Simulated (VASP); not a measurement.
# BaTiO3 (R3m) in VASP: further runs

The runs below take BaTiO3 through single point, with r2SCANh, PBE.

All numbers are computed with VASP 6.6.1; they aren't measurements. Logs are shortened: lines on timing, memory, paths and dates and some standing lists are left out, and cuts for length are marked.

## Step 1: The cell of the first run

Symmetry: R3m, No. 160, trigonal system. Conventional cell: a = 5.680 Å, b = 5.680 Å, c = 6.994 Å, α = 90.00°, β = 90.00°, γ = 120.00°. Within 3.7 Å of Ba (site symmetry 3m) lie 12 O at 2.78 to 2.93 Å and 8 Ti at 3.40 to 3.59 Å. Ti (site symmetry 3m) has 6 O at 1.87 to 2.16 Å within 2.5 Å. O (site symmetry m) has 2 Ti at 1.87 to 2.16 Å within 2.5 Å.

## Step 2: Single point, r2SCANh

POSCAR

```
BaTiO3
1.0
    2.8399983144      1.6396737913      2.3313532688
   -2.8399983144      1.6396737913      2.3313532688
    0.0000000000     -3.2793475827      2.3313532687
Ba Ti O
1 1 3
Direct
   -0.0032057798     -0.0032057798     -0.0032057798
    0.4833346617      0.4833346617      0.4833346617
    0.5098255445      0.5098255445      0.0194200292
    0.0194200292      0.5098255445      0.5098255445
    0.5098255445      0.0194200292      0.5098255445
```

INCAR.step1

```
SYSTEM = BaTiO3
ALGO     = Normal         ! electronic algorithm
EDIFF    = 1E-5           ! SCF threshold, eV
ENCUT    = 580            ! plane-wave cutoff, eV
GGA      = PE             ! functional
GGA_COMPAT= .FALSE.      
ISIF     = 2              ! what is computed and relaxed
ISMEAR   = 0              ! smearing method
KPAR     = 4            
LASPH    = .TRUE.         ! aspherical terms in the spheres
LCHARG   = .FALSE.        ! write CHGCAR
LREAL    = .FALSE.        ! projectors in reciprocal space
LWAVE    = .TRUE.         ! write WAVECAR
NBANDS   = 28             ! bands
NELM     = 120            ! most SCF steps
PREC     = Accurate       ! precision mode
SIGMA    = 0.01           ! smearing width, eV
```

INCAR.step2

```
SYSTEM = BaTiO3
AEXX     = 0.1            ! exact-exchange fraction
ALGO     = Normal         ! electronic algorithm
EDIFF    = 1E-6           ! SCF threshold, eV
ENCUT    = 580            ! plane-wave cutoff, eV
GGA_COMPAT= .FALSE.      
ISIF     = 2              ! what is computed and relaxed
ISMEAR   = 0              ! smearing method
ISTART   = 1            
KPAR     = 4            
LASPH    = .TRUE.         ! aspherical terms in the spheres
LCHARG   = .FALSE.        ! write CHGCAR
LHFCALC  = .TRUE.         ! exact exchange
LMIXTAU  = .TRUE.       
LREAL    = .FALSE.        ! projectors in reciprocal space
LWAVE    = .FALSE.        ! write WAVECAR
METAGGA  = R2SCAN         ! meta-GGA
NBANDS   = 28             ! bands
NELM     = 120            ! most SCF steps
PREC     = Accurate       ! precision mode
PRECFOCK = Normal       
SIGMA    = 0.01           ! smearing width, eV
```

KPOINTS

```
k-points
0
G
  4 4 4
  0 0 0
```

Potentials or basis: VASP PAW PBE potentials, release 64 (Ba_sv, Ti_sv, O).

The run is started by

```console
cat potpaw_PBE.64/Ba_sv/POTCAR potpaw_PBE.64/Ti_sv/POTCAR potpaw_PBE.64/O/POTCAR > POTCAR
cp INCAR.step1 INCAR
mpirun -np 4 vasp_std > vasp.out
cp INCAR.step2 INCAR
mpirun -np 4 vasp_std > vasp.out
```

OUTCAR:

```text
SYSTEM = BaTiO3
   AEXX = 0.1
   EDIFF = 1E-6
   ENCUT = 580
   ISIF = 2
   ISMEAR = 0
   ISTART = 1
   LASPH = .TRUE.
   LHFCALC = .TRUE.
   LREAL = .FALSE.
   METAGGA = R2SCAN
   NELM = 120
   PREC = Accurate
   PRECFOCK = Normal

 ion  position               nearest neighbor table
   1  0.997  0.997  0.997-   4 2.78   5 2.78   3 2.78   3 2.84   3 2.84   5 2.84   4 2.84   4 2.84
                             5 2.84   4 2.93   5 2.93   3 2.93   2 3.40   2 3.45   2 3.45   2 3.45
   2  0.483  0.483  0.483-   4 1.87   5 1.87   3 1.87   5 2.16   4 2.16   3 2.16   1 3.40   1 3.45
                             1 3.45   1 3.45   1 3.51   1 3.51   1 3.51   1 3.59
   3  0.510  0.510  0.019-   2 1.87   2 2.16   1 2.78   1 2.84   1 2.84   1 2.93
   4  0.019  0.510  0.510-   2 1.87   2 2.16   1 2.78   1 2.84   1 2.84   1 2.93
   5  0.510  0.019  0.510-   2 1.87   2 2.16   1 2.78   1 2.84   1 2.84   1 2.93

  LATTYP: Found a trigonal (rhomboedric) cell.
 ALAT       =     4.0235964797
 COS(alpha) =     0.0035917351

  Lattice vectors:

 A1 = (   2.8399983144,   1.6396737913,   2.3313532688)
 A2 = (  -2.8399983144,   1.6396737913,   2.3313532688)
 A3 = (   0.0000000000,  -3.2793475827,   2.3313532687)

Analysis of symmetry for initial positions (statically):
=====================================================================
 Subroutine PRICEL returns:
 Original cell was already a primitive cell.

 Routine SETGRP: Setting up the symmetry group for a
 trigonal (rhombohedral) supercell.

 Subroutine GETGRP returns: Found  6 space group operations
 (whereof  6 operations were pure point group operations)
 out of a pool of 12 trial point group operations.

The static configuration has the point symmetry C_3v.

Analysis of symmetry for dynamics (positions and initial velocities):
=====================================================================
 Subroutine PRICEL returns:
 Original cell was already a primitive cell.

 Routine SETGRP: Setting up the symmetry group for a
 trigonal (rhombohedral) supercell.

 Subroutine GETGRP returns: Found  6 space group operations
 (whereof  6 operations were pure point group operations)
 out of a pool of 12 trial point group operations.

The dynamic configuration has the point symmetry C_3v.

 Subroutine INISYM returns: Found  6 space group operations
 (whereof  6 operations are pure point group operations),
[... 96 lines left out ...]
   ISIF   =      2    stress and relaxation
   ISYM   =      3    0-nonsym 1-usesym 2-fastsym
   POTIM  = 0.5000    time-step for ionic-motion
   TEBEG  =    0.0;   TEEND  =   0.0 temperature during run
   PSTRESS=    0.0 pullay stress
   NELECT =      40.0000    total number of electrons
   NUPDOWN=      -1.0000    fix difference up-down
   EMIN   =  10.00;   EMAX   =-10.00  energy-range for DOS
   EFERMI =   0.00;   METHOD = LEGACY
   ISMEAR =     0;   SIGMA  =   0.01  broadening in eV -4-tet -1-fermi 0-gaus
   EFERMI_NEDOS =   21; number of points for ismear=-14 and -15
   IALGO  =     38    algorithm
   IMIX   =      1    mixing-type and parameters
     AMIX     =   0.40;   BMIX     =  1.00
     AMIX_MAG =   1.60;   BMIX_MAG =  1.00
  volume/ion in A,a.u.               =      13.03        87.91
  Fermi-wavevector in a.u.,A,eV,Ry     =   1.391500  2.629554 26.344582  1.936272
  Thomas-Fermi vector in A             =   2.515333
   LORBIT       =      0    0 simple, 1 ext, 2 COOP (PROOUT), +10 PAW based schemes
   METAGGA = R2SCAN    functional components
   LHFCALC =     T    Hartree Fock is set to
   PRECFOCK=normal    Normal, Fast or Accurate (Low or Medium for compatibility)
   ENCUT4O =  -1.0   cutoff for four orbital integrals eV
   NKREDX  =     1    reduce k-point grid by
   NKREDY  =     1    reduce k-point grid by
   NKREDZ  =     1    reduce k-point grid by
   AEXX    =    0.1000 exact exchange contribution
   HFSCREEN=    0.0000 screening length (either q_TF or 0.3 A-1)
   HFSCREENC=   0.0000 screening length for correlation (either q_TF or 0.3 A-1)
   ENCUTFOCK=  -1.0 apply spherical cutoff to Coloumb kernel
   IVDW    =     0    specifies the selected vdW correction
   LEPSILON=     F    determine dielectric tensor
   LRPA    =     F    only Hartree local field effects (RPA)
 non-spin polarized calculation
 Gauss-broadening in eV      SIGMA  =   0.01
  energy-cutoff  :      580.00
  volume of cell :       65.14
 maximum number of plane-waves:      2103
  NGX = 24; NGY = 24; NGZ = 24

 number of electron      39.9999999 magnetization

 Free energy of the ion-electron system (eV)
  ---------------------------------------------------
  ext. energy  EPLUGINS =         0.00000000
  ---------------------------------------------------
  free energy    TOTEN  =       -75.38052069 eV

  energy without entropy =      -75.38052069  energy(sigma->0) =      -75.38052069

 E-fermi :   2.9424     XC(G=0): -10.7650

 val. band max:        2.8069895123   @ k =   0.5000   0.5000   0.5000
 cond. band min:       6.4962250430   @ k =   0.0000   0.0000   0.0000
 fundamental gap:      3.6892355306
 Fermi energy:         2.9424021624

 k-point     1 :       0.0000    0.0000    0.0000
  band No.  band energies     occupation
      1     -57.1590      2.00000
      2     -31.8353      2.00000
      3     -31.8353      2.00000
      4     -31.8306      2.00000
      5     -23.1241      2.00000
      6     -15.4593      2.00000
[... 392 lines left out ...]
     27      12.3029      0.00000
     28      12.3029      0.00000

------------------------ aborting loop because EDIFF is reached ----------------------------------------

  FORCE on cell =-STRESS in cart. coord.  units (eV):
  Direction    XX          YY          ZZ          XY          YZ          ZX
  --------------------------------------------------------------------------------------
  -------------------------------------------------------------------------------------
  Total        0.0914039      0.0914039      0.1053770      0.0000000      0.0000000     -0.0000000
  in kB        2.2482273      2.2482273      2.5919185      0.0000000      0.0000000     -0.0000000
  external PRESSURE =       2.3627911 kB  Pullay stress =       0.0000000 kB

 VOLUME and BASIS-vectors are now :
 -----------------------------------------------------------------------------
  energy-cutoff  :      580.00
  volume of cell :       65.14
      direct lattice vectors                 reciprocal lattice vectors
     2.839998314  1.639673791  2.331353269     0.176056443  0.101646234  0.142978474
    -2.839998314  1.639673791  2.331353269    -0.176056443  0.101646234  0.142978474
     0.000000000 -3.279347583  2.331353269     0.000000000 -0.203292469  0.142978474

 POSITION                                       TOTAL-FORCE (eV/Angst)
 -----------------------------------------------------------------------------------
      0.00000     -0.00000      6.97164        -0.000000     -0.000000      0.026149
      0.00000     -0.00000      3.38047        -0.000000     -0.000000      0.000623
      0.00000      1.60821      2.42244        -0.000000     -0.013612     -0.008924
     -1.39275     -0.80411      2.42244         0.011788      0.006806     -0.008924
      1.39275     -0.80411      2.42244        -0.011788      0.006806     -0.008924
 -----------------------------------------------------------------------------------
    total drift:                               -0.000017     -0.000015     -0.013668

  FREE ENERGIE OF THE ION-ELECTRON SYSTEM (eV)
  ---------------------------------------------------
  free  energy   TOTEN  =       -75.3805206904 eV

  energy  without entropy=      -75.3805206904  energy(sigma->0) =      -75.38052069
```

OUTCAR.step1:

```text
SYSTEM = BaTiO3
   EDIFF = 1E-5
   ENCUT = 580
   GGA = PE
   ISIF = 2
[... 625 lines left out ...]
      0.00000     -0.00000      3.38047         0.000000     -0.000000      0.070294
      0.00000      1.60821      2.42244         0.000000      0.120883     -0.029241
     -1.39275     -0.80411      2.42244        -0.104688     -0.060442     -0.029241
      1.39275     -0.80411      2.42244         0.104688     -0.060442     -0.029241
 -----------------------------------------------------------------------------------
    total drift:                                0.000000      0.000001     -0.001078

  FREE ENERGIE OF THE ION-ELECTRON SYSTEM (eV)
  ---------------------------------------------------
  free  energy   TOTEN  =       -40.0261015919 eV

  energy  without entropy=      -40.0261015919  energy(sigma->0) =      -40.02610159
```

OSZICAR.step1:

```text
N       E                     dE             d eps       ncg     rms          rms(c)
DAV:   1     0.464616580892E+03    0.46462E+03   -0.22012E+04   728   0.168E+03
DAV:   2     0.710011971099E+01   -0.45752E+03   -0.43425E+03   816   0.453E+02
DAV:   3    -0.476868304561E+02   -0.54787E+02   -0.54126E+02  1040   0.146E+02
DAV:   4    -0.505137430916E+02   -0.28269E+01   -0.28178E+01  1056   0.289E+01
DAV:   5    -0.506028022085E+02   -0.89059E-01   -0.89036E-01   976   0.427E+00    0.237E+01
DAV:   6    -0.402171973538E+02    0.10386E+02   -0.56516E+01  1088   0.682E+01    0.102E+01
DAV:   7    -0.401996945227E+02    0.17503E-01   -0.11449E+01   976   0.250E+01    0.722E+00
DAV:   8    -0.400168101169E+02    0.18288E+00   -0.64823E-01   888   0.752E+00    0.362E+00
DAV:   9    -0.400496786879E+02   -0.32869E-01   -0.34832E-01  1068   0.510E+00    0.152E+00
DAV:  10    -0.400288204033E+02    0.20858E-01   -0.13772E-01   900   0.389E+00    0.494E-01
DAV:  11    -0.400261687459E+02    0.26517E-02   -0.14832E-02   908   0.751E-01    0.144E-01
DAV:  12    -0.400263681238E+02   -0.19938E-03   -0.25666E-03   980   0.473E-01    0.145E-01
DAV:  13    -0.400260976730E+02    0.27045E-03   -0.10779E-03   924   0.342E-01    0.146E-02
DAV:  14    -0.400261015919E+02   -0.39189E-05   -0.35046E-05   884   0.456E-02
   1 F= -.40026102E+02 E0= -.40026102E+02  d E =-.457692E-37
```

Run time: 23 min. Hardware: 4 MPI ranks of AMD EPYC 7R43 (Zen 3), shared host; peak memory 0.2 GiB.

What came out:

- Free energy: -75.3805 eV
- Pressure: 0.2 GPa
- Largest force: 0.026 eV/Å
- Band gap on the k mesh: 3.69 eV (least direct gap 4.15 eV)

Forces in eV/Å, atoms in the order of the input:
```
Ba   0.000  0.000  0.026
Ti   0.000  0.000  0.001
O    0.000 -0.014 -0.009
O    0.012  0.007 -0.009
O   -0.012  0.007 -0.009
```

Caveat: the PAW data sets were made with another functional, which shifts forces and pressure a little; spin-orbit coupling is left out, which moves the levels of the heavy elements. A k mesh can miss the band edges.

## Step 3: Single point, PBE, non-collinear spin, zero start, spin-orbit coupling

INCAR

```
SYSTEM = BaTiO3
  PREC = Accurate
  ENCUT = 520
  EDIFF = 1E-6
  ISMEAR = 0
  SIGMA = 0.01
  LREAL = .FALSE.
  LASPH = .TRUE.
  NELM = 150
  ALGO = Normal
  ISIF = 2
  LWAVE = .FALSE.
  LCHARG = .FALSE.
  MAGMOM = 0 0 0 0 0 0 0 0 0 0 0 0 0 0 0
  LORBIT = 11
  LSORBIT = .TRUE.
  GGA_COMPAT = .FALSE.
  LORBMOM = .TRUE.
  LMAXMIX = 4
  GGA = PE
  NBANDS = 55
```

KPOINTS

```
regular mesh
0
G
  6 6 6
  0 0 0
```

POSCAR is that of step 2.

Potentials or basis: VASP PAW PBE potentials, release 64 (Ba_sv, Ti_sv, O).

The run is started by

```console
cat potpaw_PBE.64/Ba_sv/POTCAR potpaw_PBE.64/Ti_sv/POTCAR potpaw_PBE.64/O/POTCAR > POTCAR
mpirun -np 1 vasp_ncl > vasp.out
```

OUTCAR:

```text
SYSTEM = BaTiO3
   PREC = Accurate
   ENCUT = 520
   EDIFF = 1E-6
   ISMEAR = 0
   LREAL = .FALSE.
   LASPH = .TRUE.
   NELM = 150
   ISIF = 2
   LORBIT = 11
   LSORBIT = .TRUE.
   GGA = PE

 ion  position               nearest neighbor table
   1  0.997  0.997  0.997-   4 2.78   5 2.78   3 2.78   3 2.84   3 2.84   5 2.84   4 2.84   4 2.84
                             5 2.84   4 2.93   5 2.93   3 2.93   2 3.40   2 3.45   2 3.45   2 3.45
   2  0.483  0.483  0.483-   4 1.87   5 1.87   3 1.87   5 2.16   4 2.16   3 2.16   1 3.40   1 3.45
                             1 3.45   1 3.45   1 3.51   1 3.51   1 3.51   1 3.59
   3  0.510  0.510  0.019-   2 1.87   2 2.16   1 2.78   1 2.84   1 2.84   1 2.93
   4  0.019  0.510  0.510-   2 1.87   2 2.16   1 2.78   1 2.84   1 2.84   1 2.93
   5  0.510  0.019  0.510-   2 1.87   2 2.16   1 2.78   1 2.84   1 2.84   1 2.93

  LATTYP: Found a trigonal (rhomboedric) cell.
 ALAT       =     4.0235964797
 COS(alpha) =     0.0035917351

  Lattice vectors:

 A1 = (   2.8399983144,   1.6396737913,   2.3313532688)
 A2 = (  -2.8399983144,   1.6396737913,   2.3313532688)
 A3 = (   0.0000000000,  -3.2793475827,   2.3313532687)

Analysis of symmetry for initial positions (statically):
=====================================================================
 Subroutine PRICEL returns:
[... 1686 lines left out ...]
 l=   2
     0.0000000     0.0000000     0.0000000     0.0000000     0.0000000
     0.0000000     0.0000000     0.0000000     0.0000000     0.0000000
     0.0000000     0.0000000     0.0000000     0.0000000     0.0000000
     0.0000000     0.0000000     0.0000000     0.0000000     0.0000000
     0.0000000     0.0000000     0.0000000     0.0000000     0.0000000
 l=   3
     0.0000000     0.0000000     0.0000000     0.0000000     0.0000000     0.0000000     0.0000000
     0.0000000     0.0000000     0.0000000     0.0000000     0.0000000     0.0000000     0.0000000
     0.0000000     0.0000000     0.0000000     0.0000000     0.0000000     0.0000000     0.0000000
     0.0000000     0.0000000     0.0000000     0.0000000     0.0000000     0.0000000     0.0000000
     0.0000000     0.0000000     0.0000000     0.0000000     0.0000000     0.0000000     0.0000000
     0.0000000     0.0000000     0.0000000     0.0000000     0.0000000     0.0000000     0.0000000
     0.0000000     0.0000000     0.0000000     0.0000000     0.0000000     0.0000000     0.0000000

 total charge

# of ion       s       p       d       tot
------------------------------------------
    1        2.007   5.649   0.321   7.977
    2        2.223   6.273   1.793  10.289
    3        1.566   3.468   0.000   5.034
    4        1.566   3.468   0.000   5.034
    5        1.566   3.468   0.000   5.034
--------------------------------------------------
tot          8.927  22.327   2.114  33.369

 magnetization (x)

# of ion       s       p       d       tot
------------------------------------------
    1        0.000   0.000  -0.000  -0.000
    2        0.000   0.000   0.000   0.000
    3       -0.000   0.000   0.000   0.000
    4        0.000  -0.000   0.000  -0.000
    5        0.000  -0.000   0.000  -0.000
--------------------------------------------------
tot         -0.000   0.000  -0.000   0.000

 magnetization (y)

# of ion       s       p       d       tot
------------------------------------------
    1        0.000   0.000   0.000   0.000
    2        0.000  -0.000   0.000  -0.000
    3        0.000   0.000   0.000   0.000
    4       -0.000   0.000   0.000   0.000
    5        0.000  -0.000   0.000  -0.000
--------------------------------------------------
tot          0.000   0.000   0.000   0.000

 magnetization (z)

# of ion       s       p       d       tot
------------------------------------------
    1        0.000   0.000   0.000   0.000
    2        0.000   0.000   0.000   0.000
    3        0.000  -0.000   0.000  -0.000
    4       -0.000   0.000   0.000   0.000
    5        0.000  -0.000   0.000  -0.000
--------------------------------------------------
tot          0.000  -0.000   0.000  -0.000
```

OSZICAR:

```text
N       E                     dE             d eps       ncg     rms          rms(c)
DAV:   1     0.486496816558E+03    0.48650E+03   -0.19710E+04  6160   0.158E+03
DAV:   2     0.208618245731E+02   -0.46563E+03   -0.43096E+03  6634   0.455E+02
DAV:   3    -0.460312111353E+02   -0.66893E+02   -0.65623E+02  7960   0.171E+02
DAV:   4    -0.505832277898E+02   -0.45520E+01   -0.45366E+01  9449   0.400E+01
DAV:   5    -0.507972254856E+02   -0.21400E+00   -0.21385E+00  8443   0.738E+00    0.243E+01
DAV:   6    -0.401938080924E+02    0.10603E+02   -0.49629E+01  9418   0.700E+01    0.997E+00
DAV:   7    -0.404098732628E+02   -0.21607E+00   -0.10757E+01  8837   0.271E+01    0.748E+00
DAV:   8    -0.402269966713E+02    0.18288E+00   -0.53925E-01  8617   0.718E+00    0.415E+00
DAV:   9    -0.402325959249E+02   -0.55993E-02   -0.28003E-01 10134   0.563E+00    0.139E+00
DAV:  10    -0.402252110884E+02    0.73848E-02   -0.10245E-01  8325   0.399E+00    0.643E-01
DAV:  11    -0.402203110683E+02    0.49000E-02   -0.20803E-02  8892   0.104E+00    0.237E-01
DAV:  12    -0.402200073905E+02    0.30368E-03   -0.17599E-03  8059   0.455E-01    0.569E-02
DAV:  13    -0.402200833778E+02   -0.75987E-04   -0.26386E-04  9571   0.150E-01    0.829E-02
DAV:  14    -0.402200135655E+02    0.69812E-04   -0.20561E-04  7340   0.210E-01    0.194E-02
DAV:  15    -0.402200137426E+02   -0.17714E-06   -0.19033E-05  8620   0.526E-02    0.677E-03
DAV:  16    -0.402200135285E+02    0.21406E-06   -0.45288E-06  8600   0.202E-02
   1 F= -.40220014E+02 E0= -.40220014E+02  d E =-.548679E-14  mag=     0.0000    -0.0000     0.0000
```

stdout:

```text
POSCAR found type information on POSCAR BaTiO
 POSCAR found :  3 types and       5 ions
 scaLAPACK will be used
 LDA part: xc-table for (Slater+PW92), standard interpolation
 POSCAR, INCAR and KPOINTS ok, starting setup
 FFT: planning ... GRIDC
 FFT: planning ... GRID_SOFT
 FFT: planning ... GRID
 WAVECAR not read
 entering main loop
```

It took 14 min on 1 thread of Intel Xeon 8259CL, shared host; peak memory 0.48 GiB.

Results:

```
Free energy                                           : -40.2200 eV
Pressure                                              : 4.9 GPa
Largest force                                         : 0.130 eV/Å
Net moment                                            : 0.00 μB per cell
Valence electrons inside the program's atomic spheres : Ba 7.98; Ti 10.29; O 5.03
```

Forces in eV/Å, atoms in the order of the input:
```
Ba   0.000  0.000  0.019
Ti   0.000  0.000  0.130
O    0.000  0.120 -0.050
O   -0.104 -0.060 -0.050
O    0.104 -0.060 -0.050
```

Moments on the atoms (μB; x, y, z):
```
Ba  0.00 0.00 0.00
Ti  0.00 0.00 0.00
O   0.00 0.00 0.00
O   0.00 0.00 0.00
O   0.00 0.00 0.00
```

Caveat: the cell stands under pressure.
